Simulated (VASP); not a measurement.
# SiNi in VASP: further runs

Runs on SiNi. Level: LDA. Tasks: single point.

Program: VASP 6.6.1. These are calculated values, not measurements. Logs are shortened: lines on timing, memory, paths and dates and some standing lists are left out, and cuts for length are marked.

## (1) The cell of the first run

The typed cell holds 4 atoms: a = 2.943 Å, b = 3.280 Å, c = 4.677 Å, α = 90.00°, β = 90.00°, γ = 90.00°.

## (2) Single point, LDA

Contents of INCAR:

```
ALGO     = Normal         # electronic algorithm
EDIFF    = 1E-6           # SCF threshold, eV
ENCUT    = 520            # plane-wave cutoff, eV
ISIF     = 2              # what is computed and relaxed
ISMEAR   = -1             # smearing method
LASPH    = T              # aspherical terms in the spheres
LCHARG   = F              # write CHGCAR
LREAL    = F              # projectors in reciprocal space
LWAVE    = F              # write WAVECAR
NBANDS   = 22             # bands
NELM     = 80             # most SCF steps
PREC     = Accurate       # precision mode
SIGMA    = 0.05           # smearing width, eV
```

Contents of KPOINTS:

```
k-points
0
Gamma
  8 7 5
```

Contents of POSCAR:

```
SiNi
1.0
    2.9427706600      0.0000000000      0.0000000000
    0.0000000000      3.2803255400      0.0000000000
    0.0000000000      0.0000000000      4.6774467600
Si Ni
2 2
Direct
   -0.0218878762     -0.0000253024      0.1863745425
    0.6878453111      0.5000253725      0.8250828279
    0.1756545310      0.0000201200      0.6697239243
    0.4917216349      0.4999799502      0.3188188079
```

Potentials or basis: VASP PAW LDA potentials, release 64 (Si, Ni).

Command:

```console
$ cat potpaw_LDA.64/Si/POTCAR potpaw_LDA.64/Ni/POTCAR > POTCAR
$ mpirun -np 1 vasp_std > vasp.out
```

OUTCAR:

```text
EDIFF = 1E-6
   ENCUT = 520
   ISIF = 2
   ISMEAR = -1
   LASPH = T
   LREAL = F
   NELM = 80
   PREC = Accurate

 ion  position               nearest neighbor table
   1  0.978  1.000  0.186-   4 2.26   4 2.26   4 2.31   4 2.31   3 2.33   3 2.49   2 2.51   2 2.51
                             2 3.15   2 3.15
   2  0.688  0.500  0.825-   3 2.30   3 2.30   3 2.34   3 2.34   4 2.38   4 2.44   1 2.51   1 2.51
                             1 3.15   1 3.15
   3  0.176  0.000  0.670-   2 2.30   2 2.30   1 2.33   2 2.34   2 2.34   1 2.49   4 2.50   4 2.50
                             4 3.07   4 3.07
   4  0.492  0.500  0.319-   1 2.26   1 2.26   1 2.31   1 2.31   2 2.38   2 2.44   3 2.50   3 2.50
                             3 3.07   3 3.07

  LATTYP: Found a simple orthorhombic cell.
 ALAT       =     2.9427706600
 B/A-ratio  =     1.1147064855
 C/A-ratio  =     1.5894703667

  Lattice vectors:

 A1 = (   2.9427706600,   0.0000000000,   0.0000000000)
 A2 = (   0.0000000000,   3.2803255400,   0.0000000000)
 A3 = (   0.0000000000,   0.0000000000,   4.6774467600)

Analysis of symmetry for initial positions (statically):
=====================================================================
 Subroutine PRICEL returns:
 Original cell was already a primitive cell.

 Routine SETGRP: Setting up the symmetry group for a
 simple orthorhombic supercell.

 Subroutine GETGRP returns: Found  1 space group operations
 (whereof  1 operations were pure point group operations)
 out of a pool of  8 trial point group operations.

The static configuration has the point symmetry C_1 .

Analysis of symmetry for dynamics (positions and initial velocities):
=====================================================================
 Subroutine PRICEL returns:
 Original cell was already a primitive cell.

 Routine SETGRP: Setting up the symmetry group for a
 simple orthorhombic supercell.

 Subroutine GETGRP returns: Found  1 space group operations
 (whereof  1 operations were pure point group operations)
 out of a pool of  8 trial point group operations.

The dynamic configuration has the point symmetry C_1 .

 Subroutine INISYM returns: Found  1 space group operations
 (whereof  1 operations are pure point group operations),
 and found     1 'primitive' translations

[... 96 lines left out ...]
   ENCUT  =  520.0 eV  38.22 Ry    6.18 a.u.   5.47  6.10  8.70*2*pi/ulx,y,z
   NELM   =     80;   NELMIN=  2; NELMDL= -5     # of ELM steps
   EDIFF  = 0.1E-05   stopping-criterion for ELM
   LREAL  =      F    real-space projection
   EDIFFG = 0.1E-04   stopping-criterion for IOM
   NSW    =      0    number of steps for IOM
   IBRION =     -1    ionic relax: 0-MD 1-quasi-New 2-CG
   NFREE  =      0    steps in history (QN), initial steepest desc. (CG)
   ISIF   =      2    stress and relaxation
   ISYM   =      2    0-nonsym 1-usesym 2-fastsym
   POTIM  = 0.5000    time-step for ionic-motion
   TEBEG  =    0.0;   TEEND  =   0.0 temperature during run
   PSTRESS=    0.0 pullay stress
   NELECT =      28.0000    total number of electrons
   NUPDOWN=      -1.0000    fix difference up-down
   EMIN   =  10.00;   EMAX   =-10.00  energy-range for DOS
   EFERMI =   0.00;   METHOD = LEGACY
   ISMEAR =    -1;   SIGMA  =   0.05  broadening in eV -4-tet -1-fermi 0-gaus
   EFERMI_NEDOS =   21; number of points for ismear=-14 and -15
   IALGO  =     38    algorithm
   IMIX   =      4    mixing-type and parameters
     AMIX     =   0.40;   BMIX     =  1.00
     AMIX_MAG =   1.60;   BMIX_MAG =  1.00
  volume/ion in A,a.u.               =      11.29        76.18
  Fermi-wavevector in a.u.,A,eV,Ry     =   1.396047  2.638147 26.517045  1.948948
  Thomas-Fermi vector in A             =   2.519440
   LORBIT       =      0    0 simple, 1 ext, 2 COOP (PROOUT), +10 PAW based schemes
   GGA     = CA    functional components
   LHFCALC =     F    Hartree Fock is set to
   AEXX    =    0.0000 exact exchange contribution
   IVDW    =     0    specifies the selected vdW correction
   LEPSILON=     F    determine dielectric tensor
   LRPA    =     F    only Hartree local field effects (RPA)
 non-spin polarized calculation
  energy-cutoff  :      520.00
  volume of cell :       45.15
 maximum number of plane-waves:      1230
 NGX is ok and might be reduce to    24
   NGX = 11   NGY = 13   NGZ = 17

 number of electron      28.0000016 magnetization

 Free energy of the ion-electron system (eV)
  ---------------------------------------------------
  ext. energy  EPLUGINS =         0.00000000
  ---------------------------------------------------
  free energy    TOTEN  =       -26.65979818 eV

  energy without entropy =      -26.65385276  energy(sigma->0) =      -26.65682547

 E-fermi :  11.4886     XC(G=0): -12.7887

 val. band max:       11.4131636551   @ k =   0.2500   0.2857   0.0000
 cond. band min:      11.5037094944   @ k =   0.2500   0.0000   0.2000
 fundamental gap:      0.0905458393
 Fermi energy:        11.4885525350

 k-point     1 :       0.0000    0.0000    0.0000
  band No.  band energies     occupation
      1      -2.3319      2.00000
      2       3.0485      2.00000
      3       4.8656      2.00000
      4       7.2123      2.00000
      5       7.6051      2.00000
      6       8.0983      2.00000
[... 589 lines left out ...]
     21      21.3008      0.00000
     22      21.5228      0.00000

 [... further k-points ...]

------------------------ aborting loop because EDIFF is reached ----------------------------------------

  FORCE on cell =-STRESS in cart. coord.  units (eV):
  Direction    XX          YY          ZZ          XY          YZ          ZX
  --------------------------------------------------------------------------------------
  -------------------------------------------------------------------------------------
  Total       -0.3625129      2.4883059      0.0265707      0.0004636      0.0001236      1.9321133
  in kB      -12.8632835     88.2941933      0.9428254      0.0164495      0.0043855     68.5584455
  external PRESSURE =      25.4579117 kB  Pullay stress =       0.0000000 kB

 VOLUME and BASIS-vectors are now :
 -----------------------------------------------------------------------------
  energy-cutoff  :      520.00
  volume of cell :       45.15
      direct lattice vectors                 reciprocal lattice vectors
     2.942770660  0.000000000  0.000000000     0.339815812  0.000000000  0.000000000
     0.000000000  3.280325540  0.000000000     0.000000000  0.304847793  0.000000000
     0.000000000  0.000000000  4.677446760     0.000000000  0.000000000  0.213791851

 POSITION                                       TOTAL-FORCE (eV/Angst)
 -----------------------------------------------------------------------------------
      2.87836      3.28024      0.87176         0.694842      0.000597     -0.741784
      2.02417      1.64025      3.85928        -0.677638     -0.000581      0.088583
      0.51691      0.00007      3.13260        -0.727248     -0.000247     -0.026295
      1.44702      1.64010      1.49126         0.710044      0.000232      0.679495
 -----------------------------------------------------------------------------------
    total drift:                               -0.000083     -0.000001      0.000102

  FREE ENERGIE OF THE ION-ELECTRON SYSTEM (eV)
  ---------------------------------------------------
  free  energy   TOTEN  =       -26.6597981783 eV

  energy  without entropy=      -26.6538527596  energy(sigma->0) =      -26.65682547
```

OSZICAR:

```text
N       E                     dE             d eps       ncg     rms          rms(c)
DAV:   1     0.142605876697E+03    0.14261E+03   -0.12449E+04  6212   0.152E+03
DAV:   2    -0.213010059589E+02   -0.16391E+03   -0.15485E+03  6276   0.289E+02
DAV:   3    -0.296134529471E+02   -0.83124E+01   -0.81000E+01  7416   0.774E+01
DAV:   4    -0.298085300120E+02   -0.19508E+00   -0.19480E+00  7162   0.108E+01
DAV:   5    -0.298147919574E+02   -0.62619E-02   -0.62612E-02  7614   0.205E+00    0.194E+01
DAV:   6    -0.337887611816E+02   -0.39740E+01   -0.56466E+01  7176   0.139E+02    0.242E+01
DAV:   7    -0.266891894311E+02    0.70996E+01   -0.18656E+01  7146   0.902E+01    0.393E+00
DAV:   8    -0.267107824657E+02   -0.21593E-01   -0.17432E+00  9534   0.138E+01    0.257E+00
DAV:   9    -0.266651967869E+02    0.45586E-01   -0.20023E-01  8098   0.830E+00    0.888E-01
DAV:  10    -0.266608939406E+02    0.43028E-02   -0.52293E-02  7800   0.602E+00    0.426E-01
DAV:  11    -0.266601793319E+02    0.71461E-03   -0.45284E-03  9506   0.149E+00    0.224E-01
DAV:  12    -0.266598066726E+02    0.37266E-03   -0.50377E-04  9540   0.274E-01    0.360E-02
DAV:  13    -0.266598045075E+02    0.21651E-05   -0.87994E-05  8752   0.152E-01    0.256E-02
DAV:  14    -0.266597985929E+02    0.59146E-05   -0.12569E-05  8938   0.661E-02    0.773E-03
DAV:  15    -0.266597981783E+02    0.41459E-06   -0.18056E-06  3998   0.188E-02
   1 F= -.26659798E+02 E0= -.26656825E+02  d E =-.594542E-02
```

stdout:

```text
POSCAR found type information on POSCAR SiNi
 POSCAR found :  2 types and       4 ions
 scaLAPACK will be used
 LDA part: xc-table for (Slater(with rela. corr.)+CA(PZ))
 , standard interpolation
 POSCAR, INCAR and KPOINTS ok, starting setup
 FFT: planning ... GRIDC
 FFT: planning ... GRID_SOFT
 FFT: planning ... GRID
 WAVECAR not read
 entering main loop
```

It took 54 s on 1 thread of Intel Xeon Platinum 8488C (Sapphire Rapids), shared host; peak memory 0.23 GiB.

Results:

| Property | Result |
| --- | --- |
| Free energy | -26.6598 eV |
| Pressure | 2.5 GPa |
| Largest force | 1.016 eV/Å |
| Band gap on the k mesh | zero (bands 14 and 15 overlap by 1.92 eV) |

Forces on the atoms (eV/Å):
```
Si   0.695  0.001 -0.742
Si  -0.678 -0.001  0.089
Ni  -0.727  0.000 -0.026
Ni   0.710  0.000  0.679
```

Stress tensor (GPa, compression positive):
```
-1.29  0.00  6.86
 0.00  8.83  0.00
 6.86  0.00  0.09
```

Caveat: the stress differs along the axes, from -1 to 9 GPa; forces of over 1 eV/Å act on the atoms, so gaps and moduli don't describe the material at rest.

## (3) Single point, LDA

Contents of INCAR:

```
  ALGO = Normal
  EDIFF = 1E-6
  ENCUT = 520
  ISIF = 2
  ISMEAR = -1
  LASPH = T
  LCHARG = F
  LREAL = F
  LWAVE = F
  NBANDS = 22
  NELM = 60
  PREC = Accurate
  SIGMA = 0.05
```

KPOINTS is that of step 2.

Contents of POSCAR:

```
SiNi
1.0
    2.9427706600      0.0000000000      0.0000000000
    0.0000000000      3.2803255400      0.0000000000
    0.0000000000      0.0000000000      4.6774467600
Si Ni
2 2
Direct
    0.0255181286     -0.0000640180      0.1881502976
    1.3086201559      0.5000622591      0.8248220018
    0.8209627182      0.0000585308      0.6697502207
    0.5115655190      0.4999433684      0.3172775824
```

Potentials or basis: VASP PAW LDA potentials, release 64 (Si, Ni).

Command:

```console
$ cat potpaw_LDA.64/Si/POTCAR potpaw_LDA.64/Ni/POTCAR > POTCAR
$ mpirun -np 1 vasp_std > vasp.out
```

Wall time 53 s (1 thread of Intel Xeon Platinum 8488C (Sapphire Rapids), shared host); peak memory 0.23 GiB.

It converged, with:

| Quantity | Value |
| --- | --- |
| Free energy | -26.6198 eV |
| Pressure | 2.9 GPa |
| Largest force | 1.040 eV/Å |
| Band gap on the k mesh | zero (bands 14 and 15 overlap by 1.94 eV) |

Forces in eV/Å, atoms in the order of the input:
```
Si  -0.690  0.001 -0.778
Si   0.671 -0.001  0.065
Ni   0.726 -0.001 -0.005
Ni  -0.708  0.001  0.718
```

Stress tensor (GPa, compression positive):
```
-0.99  0.00 -7.00
 0.00  9.52  0.00
-7.00  0.00  0.24
```

Levels at points of the mesh, in eV from the Fermi level:
| k point | band 10 | band 11 | band 12 | band 13 | band 14 | band 15 | band 16 | band 17 | band 18 | band 19 |
| --- | --- | --- | --- | --- | --- | --- | --- | --- | --- | --- |
| (0.00, 0.00, 0.00) | -2.43 | -2.21 | -2.02 | -1.94 | -1.30 | 2.83 | 3.07 | 4.12 | 4.65 | 7.02 |
| (0.50, 0.00, 0.00) | -2.59 | -2.25 | -1.86 | -1.32 | -0.96 | 1.32 | 1.47 | 3.24 | 4.76 | 5.16 |

Caveat: the stress differs along the axes, from -1 to 10 GPa; forces of over 1 eV/Å act on the atoms, so gaps and moduli don't describe the material at rest. Spin polarisation is off, so any magnetic state and its effect on volume and gap are missing.

The gap in the log of VASP goes by the Fermi energy; the results here count the filled bands.